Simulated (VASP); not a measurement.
# SnSe2 (P1) in VASP: further runs, part 2 of 2

VASP 6.6.1.

**4. Single point, PBEsol (atom 2 (Se) moved by (+0.300, +0.300) A along [1 1 0] and z)**

The input, INCAR:

```
ALGO = Normal ; EDIFF = 1E-6
ENCUT = 520 ; GGA = PS
ISIF = 2 ; ISMEAR = 0
LASPH = T ; LCHARG = T
LELF = T ; LREAL = F
LVHAR = T ; LWAVE = F
NBANDS = 20 ; NELM = 100
PREC = Accurate ; SIGMA = 0.05
```

The input, KPOINTS:

```
k-points
0
Gamma
  6 6 4
```

The input, POSCAR:

```
SnSe2
1.0
    3.8109987816      0.0000000000      0.0000000000
   -1.9054993908      3.3004217586      0.0000000000
    0.0000000000      0.0000000000      6.1370000000
Sn Se
1 2
Direct
    0.0000000000      0.0000000000      0.0000000000
    0.4211335507      0.7309408867      0.2988838195
    0.6666666667      0.3333333333      0.7500000000
```

Potentials or basis: VASP PAW PBE potentials, release 64 (Sn_d, Se).

Launch:

```console
$ cat potpaw_PBE.64/Sn_d/POTCAR potpaw_PBE.64/Se/POTCAR > POTCAR
$ mpirun -np 1 vasp_std > vasp.out
```

OUTCAR:

```text
EDIFF = 1E-6
   ENCUT = 520
   GGA = PS
   ISIF = 2
   ISMEAR = 0
   LASPH = T
   LREAL = F
   NELM = 100
   PREC = Accurate

 ion  position               nearest neighbor table
   1  0.000  0.000  0.000-   2 2.65   3 2.68   3 2.68   3 2.68   2 2.94   2 3.04
   2  0.421  0.731  0.299-   1 2.65   1 2.94   1 3.04
   3  0.667  0.333  0.750-   1 2.68   1 2.68   1 2.68

  LATTYP: Found a hexagonal cell.
 ALAT       =     3.8109987816
 C/A-ratio  =     1.6103390087

  Lattice vectors:

 A1 = (   3.8109987816,   0.0000000000,   0.0000000000)
 A2 = (  -1.9054993908,   3.3004217586,   0.0000000000)
 A3 = (   0.0000000000,   0.0000000000,   6.1370000000)

Analysis of symmetry for initial positions (statically):
=====================================================================
 Subroutine PRICEL returns:
 Original cell was already a primitive cell.

 Routine SETGRP: Setting up the symmetry group for a
 hexagonal supercell.

 Subroutine GETGRP returns: Found  1 space group operations
 (whereof  1 operations were pure point group operations)
 out of a pool of 24 trial point group operations.
[... 161 lines left out ...]
  free energy    TOTEN  =       -12.68123224 eV

  energy without entropy =      -12.68036599  energy(sigma->0) =      -12.68079912

 E-fermi :   4.6042     XC(G=0):  -9.7540

 val. band max:        4.5664704432   @ k =   0.1667   0.0000   0.0000
 cond. band min:       4.6507146038   @ k =   0.0000   0.0000   0.0000
 fundamental gap:      0.0842441606
 Fermi energy:         4.6041919256

 k-point     1 :       0.0000    0.0000    0.0000
  band No.  band energies     occupation
      1     -17.0680      2.00000
      2     -17.0626      2.00000
      3     -17.0192      2.00000
      4     -17.0101      2.00000
      5     -17.0054      2.00000
      6      -9.7775      2.00000
[... 541 lines left out ...]
     19      12.1255      0.00000
     20      13.3687      0.00000

 [... further k-points ...]

------------------------ aborting loop because EDIFF is reached ----------------------------------------

  FORCE on cell =-STRESS in cart. coord.  units (eV):
  Direction    XX          YY          ZZ          XY          YZ          ZX
  --------------------------------------------------------------------------------------
  -------------------------------------------------------------------------------------
  Total       -0.2162712     -0.0521282     -1.3372654     -0.0361426     -0.4032595     -0.6368503
  in kB       -4.4889509     -1.0819789    -27.7564427     -0.7501799     -8.3701034    -13.2185426
  external PRESSURE =     -11.1091242 kB  Pullay stress =       0.0000000 kB

 VOLUME and BASIS-vectors are now :
 -----------------------------------------------------------------------------
  energy-cutoff  :      520.00
  volume of cell :       77.19
      direct lattice vectors                 reciprocal lattice vectors
     3.810998782  0.000000000  0.000000000     0.262398405  0.151495789  0.000000000
    -1.905499391  3.300421759  0.000000000     0.000000000  0.302991579  0.000000000
     0.000000000  0.000000000  6.137000000     0.000000000  0.000000000  0.162946065

 POSITION                                       TOTAL-FORCE (eV/Angst)
 -----------------------------------------------------------------------------------
      0.00000      0.00000      0.00000         0.315761      0.137976      1.441848
      0.21213      2.41241      1.83425        -0.400366     -0.271166     -1.184427
      1.90550      1.10014      4.60275         0.084604      0.133189     -0.257421
 -----------------------------------------------------------------------------------
    total drift:                                0.000106      0.000114      0.000014

  FREE ENERGIE OF THE ION-ELECTRON SYSTEM (eV)
  ---------------------------------------------------
  free  energy   TOTEN  =       -12.6812322374 eV

  energy  without entropy=      -12.6803659946  energy(sigma->0) =      -12.68079912
```

OSZICAR:

```text
N       E                     dE             d eps       ncg     rms          rms(c)
DAV:   1     0.202238314771E+03    0.20224E+03   -0.12238E+04  3108   0.148E+03
DAV:   2     0.105668349818E+02   -0.19167E+03   -0.18476E+03  3164   0.387E+02
DAV:   3    -0.121637779703E+02   -0.22731E+02   -0.22230E+02  3712   0.114E+02
DAV:   4    -0.129593636138E+02   -0.79559E+00   -0.79419E+00  3596   0.220E+01
DAV:   5    -0.129780524177E+02   -0.18689E-01   -0.18687E-01  4156   0.361E+00    0.484E+00
DAV:   6    -0.127052637335E+02    0.27279E+00   -0.68747E-01  4264   0.781E+00    0.303E+00
DAV:   7    -0.126841739796E+02    0.21090E-01   -0.13329E-01  3496   0.216E+00    0.116E+00
DAV:   8    -0.126814000197E+02    0.27740E-02   -0.12258E-02  3588   0.767E-01    0.253E-01
DAV:   9    -0.126812381846E+02    0.16184E-03   -0.25329E-03  3764   0.286E-01    0.720E-02
DAV:  10    -0.126812223700E+02    0.15815E-04   -0.40853E-04  3792   0.137E-01    0.324E-02
DAV:  11    -0.126812297251E+02   -0.73550E-05   -0.36963E-05  3520   0.452E-02    0.148E-02
DAV:  12    -0.126812315499E+02   -0.18249E-05   -0.45783E-06  3512   0.141E-02    0.350E-03
DAV:  13    -0.126812322374E+02   -0.68742E-06   -0.64964E-07  2288   0.548E-03
   1 F= -.12681232E+02 E0= -.12680799E+02  d E =-.866243E-03
```

stdout:

```text
POSCAR found type information on POSCAR SnSe
 POSCAR found :  2 types and       3 ions
 scaLAPACK will be used
 -----------------------------------------------------------------------------
|                                                                             |
|                                                                             |
|     You enforced a specific xc type in the INCAR file but a different       |
|     I HOPE YOU KNOW WHAT YOU ARE DOING!                                     |
|                                                                             |
 -----------------------------------------------------------------------------

 LDA part: xc-table for (Slater+PW92), standard interpolation
 POSCAR, INCAR and KPOINTS ok, starting setup
 FFT: planning ... GRIDC
 FFT: planning ... GRID_SOFT
 FFT: planning ... GRID
 WAVECAR not read
 entering main loop
```

It took 1.9 min on 1 thread of Intel Xeon Platinum 8259CL at 2.50GHz (Skylake/Cascade Lake), shared host; peak memory 0.26 GiB.

What came out:

- Free energy: -12.6812 eV
- Pressure: -1.1 GPa
- Largest force: 1.482 eV/Å
- Band gap on the k mesh: zero (band 13 reaches 4.66 eV, above the bottom of band 14 at 4.27 eV)

Forces in eV/Å, atoms in the order of the input:
```
Sn   0.316  0.138  1.442
Se  -0.400 -0.271 -1.184
Se   0.085  0.133 -0.257
```

Stress tensor (GPa, compression positive):
```
-0.45 -0.08 -1.32
-0.08 -0.11 -0.84
-1.32 -0.84 -2.78
```

Caveat: the cell differs from its parent crystal (atom 2 (Se) moved by (+0.300, +0.300) A along [1 1 0] and z); the PAW data sets were made with another functional, which shifts forces and pressure a little; spin-orbit coupling is left out, which moves the levels of the heavy elements.
